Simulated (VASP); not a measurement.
# Ca2BPb (P-6m2) in VASP: a series of runs, part 2 of 3

VASP 6.6.1.

### 4 Relaxation of cell and atoms, PBE

The input, INCAR:

```
ALGO = Normal
EDIFF = 1E-6
EDIFFG = -0.04
ENCUT = 600
GGA = PE
IBRION = 2
ISIF = 3
ISMEAR = 0
LASPH = T
LCHARG = F
LREAL = F
LWAVE = F
NELM = 60
NSW = 90
PREC = Accurate
SIGMA = 0.1
```

The input, KPOINTS:

```
k-points
0
Gamma
  6 6 4
```

The input, POSCAR:

```
Ca2BPb
1.0
    4.1081517300      0.0000000000      0.0000000000
   -2.0540758700      3.5577637600      0.0000000000
    0.0000000000      0.0000000000      5.4231558800
Ca B Pb
2 1 1
Direct
    0.3333333300      0.6666666700      0.7488930500
    0.3333333300      0.6666666700      0.2511069500
    0.6666666700      0.3333333300      0.0000000000
    0.0000000000      0.0000000000      0.0000000000
```

The run is started by

```
$ cat potpaw_PBE.64/Ca_sv/POTCAR potpaw_PBE.64/B/POTCAR potpaw_PBE.64/Pb_d/POTCAR > POTCAR
$ mpirun -np 1 vasp_std > vasp.out
```

Wall time 21 min (1 thread of Oxide Virtual Turin-like, shared host); peak memory 0.24 GiB.

Results (log left out):

* Free energy: -12.7323 eV
* Relaxed volume: 28.63 Å³/atom
* Relaxed cell: a = 4.021 Å, b = 4.021 Å, c = 8.181 Å, α = 90.00°, β = 90.00°, γ = 120.00°
* Space group after relaxing (to 0.1 Å): P-6m2 (No. 187)
* Energy gained by relaxing: 1063.6 meV/atom
* Ionic steps: 15
* Pressure after relaxing: 0.2 GPa
* Largest force after relaxing: 0.012 eV/Å
* Band gap on the k mesh: zero (an odd number of electrons rules out a gap without spin polarisation)

Forces on the atoms (eV/Å):
```
Ca   0.000  0.000 -0.012
Ca   0.000  0.000  0.012
B    0.000  0.000  0.000
Pb   0.000  0.000  0.000
```

Stress tensor (GPa, compression positive):
```
0.19 0.00 0.00
0.00 0.19 0.00
0.00 0.00 0.08
```

Step by step:
```
step  energy change (eV)  largest force (eV/Å)  pressure (GPa)  volume (Å³)
   1              0.0000                3.4138           28.39        79.26
   2             -2.4926                2.0599           -1.81       126.69
   3             -2.6298                1.3244            0.90       113.27
   4             -3.3531                0.5833            0.08       119.95
   5             -3.9943                0.1400           -2.46       136.63
   6             -4.0031                0.1564           -2.32       135.00
   7             -4.0005                0.1567           -2.06       133.02
   8             -4.1214                0.4735            0.12       122.67
   9             -4.1223                0.4989            0.32       121.97
  10             -4.1595                0.4160            0.11       121.53
  11             -4.2044                0.1997           -0.27       120.04
  12             -4.2353                0.1147           -0.27       118.13
  13             -4.2530                0.0590           -0.20       115.34
  14             -4.2531                0.0385           -0.21       115.61
  15             -4.2544                0.0117            0.15       114.53
```

Final structure:
```cif
data_structure
_symmetry_space_group_name_H-M 'P 1'
_symmetry_Int_Tables_number 1
_cell_length_a 4.0207
_cell_length_b 4.0207
_cell_length_c 8.1806
_cell_angle_alpha 90.000
_cell_angle_beta 90.000
_cell_angle_gamma 120.000
_cell_volume 114.53
loop_
_atom_site_label
_atom_site_type_symbol
_atom_site_fract_x
_atom_site_fract_y
_atom_site_fract_z
_atom_site_occupancy
Ca1 Ca 0.33333 0.66667 0.71829 1
Ca2 Ca 0.33333 0.66667 0.28171 1
B1 B 0.66667 0.33333 0.00000 1
Pb1 Pb 0.00000 0.00000 0.00000 1
```

Levels at points of the mesh, in eV from the Fermi level:
```tsv
k point	band 14	band 15	band 16	band 17	band 18	band 19	band 20	band 21	band 22
(0.00, 0.00, 0.00)	-11.81	-4.41	-2.49	-1.01	-1.01	-0.03	0.87	1.92	1.92
(0.50, 0.00, 0.00)	-9.89	-7.43	-2.98	-2.23	-0.98	-0.07	0.00	0.21	2.49
(0.00, 0.00, 0.50)	-11.81	-4.67	-1.28	-1.00	-1.00	-0.64	-0.02	2.12	2.12
(0.50, 0.00, 0.50)	-9.89	-7.43	-2.98	-2.25	-1.32	0.06	0.07	1.22	1.71
```

Caveat: the volume moved by over 15 % at a fixed basis, so the end points are rough; spin-orbit coupling is left out, which moves the levels of the heavy elements.

### 5 Single point, PBE

This run uses another cell than the first one, of 28.77 Å³/atom.

The input, INCAR:

```
ALGO     = Fast           # electronic algorithm
EDIFF    = 1E-7           # SCF threshold, eV
ENCUT    = 520            # plane-wave cutoff, eV
GGA      = PE             # functional
ISIF     = 2              # what is computed and relaxed
ISMEAR   = 0              # smearing method
LASPH    = True           # aspherical terms in the spheres
LCHARG   = False          # write CHGCAR
LREAL    = False          # projectors in reciprocal space
LWAVE    = False          # write WAVECAR
NBANDS   = 26             # bands
NELM     = 100            # most SCF steps
PREC     = Accurate       # precision mode
SIGMA    = 0.1            # smearing width, eV
```

The input, KPOINTS:

```
k-points
0
Gamma
  12 12 6
```

The input, POSCAR:

```
Ca2BPb
1.0
    4.0111661921      0.0000000000      0.0000000000
   -2.0055830961      3.4737718212      0.0000000000
    0.0000000000      0.0000000000      8.2577477291
Ca B Pb
2 1 1
Direct
    0.3333333333      0.6666666667      0.7202427757
    0.3333333333      0.6666666667      0.2797572243
    0.6666666667      0.3333333333      0.0000000000
    0.0000000000      0.0000000000      0.0000000000
```

Potentials or basis: VASP PAW PBE potentials, release 64 (Ca_sv, B, Pb_d).

The run is started by

```
$ cat potpaw_PBE.64/Ca_sv/POTCAR potpaw_PBE.64/B/POTCAR potpaw_PBE.64/Pb_d/POTCAR > POTCAR
$ mpirun -np 1 vasp_std > vasp.out
```

OUTCAR:

```text
EDIFF = 1E-7
   ENCUT = 520
   GGA = PE
   ISIF = 2
   ISMEAR = 0
   LASPH = True
   LREAL = False
   NELM = 100
   PREC = Accurate

 ion  position               nearest neighbor table
   1  0.333  0.667  0.720-   4 3.27   4 3.27   4 3.27
   2  0.333  0.667  0.280-   4 3.27   4 3.27   4 3.27
   3  0.667  0.333  0.000-   4 2.32   4 2.32   4 2.32
   4  0.000  0.000  0.000-   3 2.32   3 2.32   3 2.32   1 3.27   2 3.27   1 3.27   2 3.27   1 3.27
                             2 3.27

  LATTYP: Found a hexagonal cell.
 ALAT       =     4.0111661921
 C/A-ratio  =     2.0586900003

  Lattice vectors:

 A1 = (   4.0111661921,   0.0000000000,   0.0000000000)
 A2 = (  -2.0055830961,   3.4737718212,   0.0000000000)
 A3 = (   0.0000000000,   0.0000000000,   8.2577477291)

Analysis of symmetry for initial positions (statically):
=====================================================================
 Subroutine PRICEL returns:
 Original cell was already a primitive cell.

 Routine SETGRP: Setting up the symmetry group for a
 hexagonal supercell.

 Subroutine GETGRP returns: Found 12 space group operations
 (whereof 12 operations were pure point group operations)
 out of a pool of 24 trial point group operations.

The static configuration has the point symmetry D_3h.

Analysis of symmetry for dynamics (positions and initial velocities):
=====================================================================
 Subroutine PRICEL returns:
 Original cell was already a primitive cell.

 Routine SETGRP: Setting up the symmetry group for a
 hexagonal supercell.

 Subroutine GETGRP returns: Found 12 space group operations
 (whereof 12 operations were pure point group operations)
 out of a pool of 24 trial point group operations.

The dynamic configuration has the point symmetry D_3h.

 Subroutine INISYM returns: Found 12 space group operations
 (whereof 12 operations are pure point group operations),
 and found     1 'primitive' translations

----------------------------------------------------------------------------------------

                                     Primitive cell

  volume of cell :     115.0624

  direct lattice vectors                    reciprocal lattice vectors
     4.011166192  0.000000000  0.000000000     0.249304056  0.143935764  0.000000000
    -2.005583096  3.473771821  0.000000000     0.000000000  0.287871527  0.000000000
     0.000000000  0.000000000  8.257747729     0.000000000  0.000000000  0.121098395

  length of vectors
     4.011166192  4.011166192  8.257747729     0.287871527  0.287871527  0.121098395

  position of ions in fractional coordinates (direct lattice)
     0.333333333  0.666666667  0.720242776
     0.333333333  0.666666667  0.279757224
     0.666666667  0.333333333  0.000000000
     0.000000000  0.000000000  0.000000000

  ion indices of the primitive-cell ions
   primitive index   ion index
                 1           1
                 2           2
                 3           3
                 4           4

----------------------------------------------------------------------------------------

 KPOINTS: k-points

Automatic generation of k-mesh.
 Grid dimensions read from file:
 generate k-points for:   12   12    6

 Generating k-lattice:

  Cartesian coordinates                     Fractional coordinates (reciprocal lattice)
     0.020775338  0.011994647  0.000000000     0.083333333  0.000000000  0.000000000
     0.000000000  0.023989294  0.000000000     0.000000000  0.083333333  0.000000000
     0.000000000  0.000000000  0.020183066     0.000000000  0.000000000  0.166666667

  Length of vectors
     0.023989294  0.023989294  0.020183066

  Shift w.r.t. Gamma in fractional coordinates (k-lattice)
     0.000000000  0.000000000  0.000000000

 Subroutine IBZKPT returns following result:
 ===========================================

 Found     76 irreducible k-points:

 Following reciprocal coordinates:
            Coordinates               Weight
  0.000000  0.000000  0.000000      1.000000
  0.083333 -0.000000  0.000000      6.000000
  0.166667 -0.000000  0.000000      6.000000
  0.250000 -0.000000  0.000000      6.000000
  0.333333 -0.000000  0.000000      6.000000
  0.416667 -0.000000  0.000000      6.000000
[... 16 lines left out ...]
  0.250000 -0.000000  0.166667     12.000000
  0.333333 -0.000000  0.166667     12.000000
 [... further k-points ...]
   k-points           NKPTS =     76   k-points in BZ     NKDIM =     76   number of bands    NBANDS=     26
   number of dos      NEDOS =    301   number of ions     NIONS =      4
   total plane-waves  NPLWV =  57600
   dimension x,y,z NGX =    30 NGY =   30 NGZ =   64
   dimension x,y,z NGXF=    60 NGYF=   60 NGZF=  128
   ions per type =               2   1   1
   NGX,Y,Z   is equivalent  to a cutoff of  12.43, 12.43, 12.88 a.u.
   NGXF,Y,Z  is equivalent  to a cutoff of  24.87, 24.87, 25.77 a.u.
 SYSTEM =  unknown system
   PREC   = accura    normal or accurate (medium, high low for compatibility)
   ISTART =      0    job   : 0-new  1-cont  2-samecut
   ICHARG =      2    charge: 1-file 2-atom 10-const
   ISPIN  =      1    spin polarized calculation?
   LNONCOLLINEAR =      F non collinear calculations
   LSORBIT =      F    spin-orbit coupling
   LASPH  =      T    aspherical Exc in radial PAW
   ENCUT  =  520.0 eV  38.22 Ry    6.18 a.u.   7.46  7.46 15.35*2*pi/ulx,y,z
   NELM   =    100;   NELMIN=  2; NELMDL= -5     # of ELM steps
   EDIFF  = 0.1E-06   stopping-criterion for ELM
   LREAL  =      F    real-space projection
   EDIFFG = 0.1E-05   stopping-criterion for IOM
   NSW    =      0    number of steps for IOM
   IBRION =     -1    ionic relax: 0-MD 1-quasi-New 2-CG
   NFREE  =      0    steps in history (QN), initial steepest desc. (CG)
   ISIF   =      2    stress and relaxation
   ISYM   =      2    0-nonsym 1-usesym 2-fastsym
   POTIM  = 0.5000    time-step for ionic-motion
   TEBEG  =    0.0;   TEEND  =   0.0 temperature during run
   PSTRESS=    0.0 pullay stress
   NELECT =      37.0000    total number of electrons
   NUPDOWN=      -1.0000    fix difference up-down
   EMIN   =  10.00;   EMAX   =-10.00  energy-range for DOS
   EFERMI =   0.00;   METHOD = LEGACY
   ISMEAR =     0;   SIGMA  =   0.10  broadening in eV -4-tet -1-fermi 0-gaus
   EFERMI_NEDOS =   21; number of points for ismear=-14 and -15
   IALGO  =     68    algorithm
   IMIX   =      4    mixing-type and parameters
     AMIX     =   0.40;   BMIX     =  1.00
     AMIX_MAG =   1.60;   BMIX_MAG =  1.00
  volume/ion in A,a.u.               =      28.77       194.12
  Fermi-wavevector in a.u.,A,eV,Ry     =   1.121582  2.119482 17.115386  1.257945
  Thomas-Fermi vector in A             =   2.258236
   LORBIT       =      0    0 simple, 1 ext, 2 COOP (PROOUT), +10 PAW based schemes
   GGA     = PE    functional components
   LHFCALC =     F    Hartree Fock is set to
   AEXX    =    0.0000 exact exchange contribution
   IVDW    =     0    specifies the selected vdW correction
   LEPSILON=     F    determine dielectric tensor
   LRPA    =     F    only Hartree local field effects (RPA)
 non-spin polarized calculation
 RMM-DIIS sequential band-by-band and
 Gauss-broadening in eV      SIGMA  =   0.10
  energy-cutoff  :      520.00
  volume of cell :      115.06
 maximum number of plane-waves:      3138
 NGX is ok and might be reduce to    30
   NGX = 15   NGY = 15   NGZ = 31

 number of electron      37.0000000 magnetization

 Free energy of the ion-electron system (eV)
  ---------------------------------------------------
  ext. energy  EPLUGINS =         0.00000000
  ---------------------------------------------------
  free energy    TOTEN  =       -12.77919141 eV

  energy without entropy =      -12.76382968  energy(sigma->0) =      -12.77151055

 E-fermi :   4.0182     XC(G=0):  -8.7247

 val. band max:        4.0095075155   @ k =   0.0833   0.0833   0.3333
 cond. band min:       4.0191925458   @ k =   0.4167  -0.0000   0.0000
 fundamental gap:      0.0096850303
 Fermi energy:         4.0181858938

 k-point     1 :       0.0000    0.0000    0.0000
  band No.  band energies     occupation
      1     -38.0341      2.00000
      2     -38.0280      2.00000
      3     -19.1475      2.00000
      4     -19.0586      2.00000
      5     -18.9729      2.00000
      6     -18.9729      2.00000
[... 685 lines left out ...]
     25       7.0023      0.00000
     26       7.2003      0.00000

 [... further k-points ...]

------------------------ aborting loop because EDIFF is reached ----------------------------------------

  FORCE on cell =-STRESS in cart. coord.  units (eV):
  Direction    XX          YY          ZZ          XY          YZ          ZX
  --------------------------------------------------------------------------------------
  -------------------------------------------------------------------------------------
  Total       -0.0053814     -0.0053814      0.0290132      0.0000000      0.0000000      0.0000000
  in kB       -0.0749331     -0.0749331      0.4039926      0.0000000      0.0000000      0.0000000
  external PRESSURE =       0.0847088 kB  Pullay stress =       0.0000000 kB

 VOLUME and BASIS-vectors are now :
 -----------------------------------------------------------------------------
  energy-cutoff  :      520.00
  volume of cell :      115.06
      direct lattice vectors                 reciprocal lattice vectors
     4.011166192  0.000000000  0.000000000     0.249304056  0.143935764  0.000000000
    -2.005583096  3.473771821  0.000000000     0.000000000  0.287871527  0.000000000
     0.000000000  0.000000000  8.257747729     0.000000000  0.000000000  0.121098395

 POSITION                                       TOTAL-FORCE (eV/Angst)
 -----------------------------------------------------------------------------------
     -0.00000      2.31585      5.94758        -0.000000      0.000000     -0.008336
     -0.00000      2.31585      2.31016        -0.000000     -0.000000      0.008336
      2.00558      1.15792      0.00000         0.000000      0.000000      0.000000
      0.00000      0.00000      0.00000        -0.000000      0.000000      0.000000
 -----------------------------------------------------------------------------------
    total drift:                               -0.000001      0.000000     -0.000000

  FREE ENERGIE OF THE ION-ELECTRON SYSTEM (eV)
  ---------------------------------------------------
  free  energy   TOTEN  =       -12.7791914069 eV

  energy  without entropy=      -12.7638296834  energy(sigma->0) =      -12.77151055
```

It took 21 min on 1 thread of Oxide Virtual Turin-like, shared host; peak memory 0.36 GiB.

What came out:

- Free energy: -12.7792 eV
- Pressure: 0.0 GPa
- Largest force: 0.008 eV/Å
- Band gap on the k mesh: zero (an odd number of electrons rules out a gap without spin polarisation)

Forces on the atoms (eV/Å):
```
Ca   0.000  0.000 -0.008
Ca   0.000  0.000  0.008
B    0.000  0.000  0.000
Pb   0.000  0.000  0.000
```

Levels at points of the mesh, in eV from the Fermi level:
```tsv
k point	band 15	band 16	band 17	band 18	band 19	band 20	band 21	band 22
(0.00, 0.00, 0.00)	-4.44	-2.53	-1.02	-1.02	0.01	0.83	1.03	1.93
(0.50, 0.00, 0.00)	-7.47	-3.01	-2.24	-0.99	-0.08	-0.01	0.20	2.47
(0.00, 0.00, 0.50)	-4.69	-1.36	-1.01	-1.01	-0.72	0.02	1.50	2.12
(0.50, 0.00, 0.50)	-7.46	-3.00	-2.26	-1.32	0.05	0.06	1.20	1.67
```

Caveat: spin-orbit coupling is left out, which moves the levels of the heavy elements.

(Part 2 of 3 ends here.)
